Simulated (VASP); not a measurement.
Set up this calculation in VASP 6.6.1, as the native input.

```yaml
Task: single point
Functional: r2SCAN
Potentials_or_basis: VASP PAW PBE potentials, release 64 (Pb_d, S)
Cutoff: 520 eV
k_mesh: 8 × 8 × 8
Occupations: gaussian, width 0.05 eV
Spin: no spin polarisation
Dipole_correction: no
Further_INCAR_settings: ALGO = Normal; EDIFF = 1e-06; NBANDS = 17
```

PbS:

```
CELL_PARAMETERS angstrom
0.00000 3.05395 2.92053
3.05395 0.00000 2.92053
3.05395 3.05395 0.00000
ATOMIC_POSITIONS crystal
Pb 0.00000 0.00000 0.00000
S 0.50000 0.50000 0.50000
```

This cell differs from its parent crystal: strain +0.030 along x and y, -0.015 along z.

The input as run:

POSCAR

```
PbS
1.0
    0.0000000000      3.0539500000      2.9205250000
    3.0539500000      0.0000000000      2.9205250000
    3.0539500000      3.0539500000      0.0000000000
Pb S
1 1
Direct
    0.0000000000      0.0000000000      0.0000000000
    0.5000000000      0.5000000000      0.5000000000
```

INCAR.step1

```
  PREC = Accurate
  ENCUT = 520
  ISMEAR = 0
  SIGMA = 0.05
  LREAL = F
  LASPH = T
  NELM = 60
  NBANDS = 17
  GGA = PE
  ALGO = Normal
  EDIFF = 1E-4
  LWAVE = T
  LCHARG = F
```

INCAR.step2

```
  PREC = Accurate
  ENCUT = 520
  EDIFF = 1E-6
  ISMEAR = 0
  SIGMA = 0.05
  LREAL = F
  LASPH = T
  NELM = 60
  ALGO = Normal
  ISIF = 2
  LWAVE = F
  LCHARG = F
  METAGGA = R2SCAN
  LMIXTAU = T
  NBANDS = 17
  ISTART = 1
```

KPOINTS

```
Automatic mesh
0
Gamma
  8 8 8
```

Potentials or basis: VASP PAW PBE potentials, release 64 (Pb_d, S).

Run with:

```bash
$ cat potpaw_PBE.64/Pb_d/POTCAR potpaw_PBE.64/S/POTCAR > POTCAR
$ cp INCAR.step1 INCAR
$ mpirun -np 1 vasp_std > vasp.out
$ cp INCAR.step2 INCAR
$ mpirun -np 1 vasp_std > vasp.out
```

It gave:

* Pressure: -0.9 GPa
* Band gap on the k mesh: 0.72 eV

Caveat: the cell differs from its parent crystal (strain +0.030 along x and y, -0.015 along z); the PAW data sets were made with another functional, which shifts forces and pressure a little; spin-orbit coupling is left out, which moves the levels of the heavy elements.

Run time: 120 s on 1 thread of Intel(R) Xeon(R) Platinum 8259CL CPU @ 2.50GHz (Skylake/Cascade Lake), on a shared host, peak memory 0.21 GiB.
